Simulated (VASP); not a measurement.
Input of a VASP 6.6.1 run:

Contents of INCAR:

```
ALGO = Normal
EDIFF = 1E-6
ENCUT = 520
GGA = PE
ISIF = 2
ISMEAR = 0
LASPH = T
LCHARG = F
LREAL = F
LWAVE = F
NBANDS = 34
NELM = 80
PREC = Accurate
SIGMA = 0.1
```

File KPOINTS:

```
k-points
0
Gamma
  4 4 4
```

Contents of POSCAR:

```
Nb3ReTe
1.0
    3.7813840334      0.0000000000      0.0000000000
    0.0000000000      3.7813840334      0.0000000000
    0.0000000000      0.0000000000      7.6117293536
Nb Re Te
3 1 1
Direct
    0.5000000000      0.0000000000      0.5823639607
    0.0000000000      0.5000000000      0.5823639607
    0.5000000000      0.5000000000      0.9158925434
    0.0000000000      0.0000000000      0.8679461743
    0.5000000000      0.5000000000      0.2992915610
```

Potentials or basis: VASP PAW PBE potentials, release 64 (Nb_sv, Re, Te).

The run is started by

```bash
$ cat potpaw_PBE.64/Nb_sv/POTCAR potpaw_PBE.64/Re/POTCAR potpaw_PBE.64/Te/POTCAR > POTCAR
$ mpirun -np 1 vasp_std > vasp.out
```

**Question.** Estimate the pressure.

**Answer.** -0.2 GPa.

**Question.** What does it give for the largest force?

**Answer.** 0.049 eV/Å.

**Question.** What does it give for the band gap on the k mesh?

**Answer.** Zero (band 26 reaches 8.81 eV, above the bottom of band 27 at 7.92 eV).

Forces in eV/Å, atoms in the order of the input:
```
Nb   0.000  0.000 -0.011
Nb   0.000  0.000 -0.011
Nb   0.000  0.000 -0.031
Re   0.000  0.000  0.006
Te   0.000  0.000  0.049
```

Caveat: the k points lie up to 0.42 Å⁻¹ apart; spin-orbit coupling is left out, which moves the levels of the heavy elements.
